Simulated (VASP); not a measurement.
Wanted: the native input for a VASP 6.6.1 run.

```
Task                               : single point
Functional                         : PBE-based screened hybrid
Potentials or basis                : VASP PAW PBE potentials, release 64 (Sr_sv, Cl)
Cutoff                             : 520 eV
k mesh                             : 4 × 4 × 4
Occupations                        : fermi-dirac, width 0.05 eV
Spin                               : no spin polarisation
Dipole correction                  : no
Grid for exact exchange (PRECFOCK) : Normal
Share of exact exchange            : 0.1
Further INCAR settings             : ALGO = Normal; EDIFF = 1e-06; NBANDS = 19
Screening parameter                : 0.20787 1/Å
```

The system is SrCl2.

```
Sr Cl
1.0
     0.00000    3.48835    3.48835
     3.48835    0.00000    3.48835
     3.48835    3.48835    0.00000
Sr Cl
1 2
Direct
  0.00000 0.00000 0.00000
  0.75000 0.75000 0.75000
  0.25000 0.25000 0.25000
```

These files were run (other wordings do the same):

POSCAR

```
SrCl2
1.0
    0.0000000000      3.4883500000      3.4883500000
    3.4883500000      0.0000000000      3.4883500000
    3.4883500000      3.4883500000      0.0000000000
Sr Cl
1 2
Direct
    0.0000000000      0.0000000000      0.0000000000
    0.7500000000      0.7500000000      0.7500000000
    0.2500000000      0.2500000000      0.2500000000
```

INCAR.step1

```
SYSTEM = SrCl2
PREC = Accurate ; ENCUT = 520
EDIFF = 1E-5 ; ISMEAR = -1
SIGMA = 0.05 ; LREAL = .False.
LASPH = .True. ; NELM = 100
ALGO = Normal ; ISIF = 2
LWAVE = .True. ; LCHARG = .False.
GGA = PE ; NBANDS = 19
```

INCAR.step2

```
SYSTEM = SrCl2
PREC = Accurate ; ENCUT = 520
EDIFF = 1E-6 ; ISMEAR = -1
SIGMA = 0.05 ; LREAL = .False.
LASPH = .True. ; NELM = 100
ALGO = Normal ; ISIF = 2
LWAVE = .False. ; LCHARG = .False.
GGA = PE ; LHFCALC = .True.
AEXX = 0.1 ; HFSCREEN = 0.2078699
PRECFOCK = Normal ; ISTART = 1
NBANDS = 19
```

KPOINTS

```
regular mesh
0
Gamma
  4 4 4
  0 0 0
```

Potentials or basis: VASP PAW PBE potentials, release 64 (Sr_sv, Cl).

Launch:

```bash
$ cat potpaw_PBE.64/Sr_sv/POTCAR potpaw_PBE.64/Cl/POTCAR > POTCAR
$ cp INCAR.step1 INCAR
$ mpirun -np 1 vasp_std > vasp.out
$ cp INCAR.step2 INCAR
$ mpirun -np 1 vasp_std > vasp.out
```

Results of the run:

* Pressure: 0.9 GPa
* Band gap on the k mesh: 5.84 eV, indirect (least direct gap 6.03 eV)

Caveat: the PAW data sets were made with another functional, which shifts forces and pressure a little.

Wall time 9 min on 1 thread of AMD EPYC 9R14 (Zen 4) (shared host), peak memory 0.32 GiB.
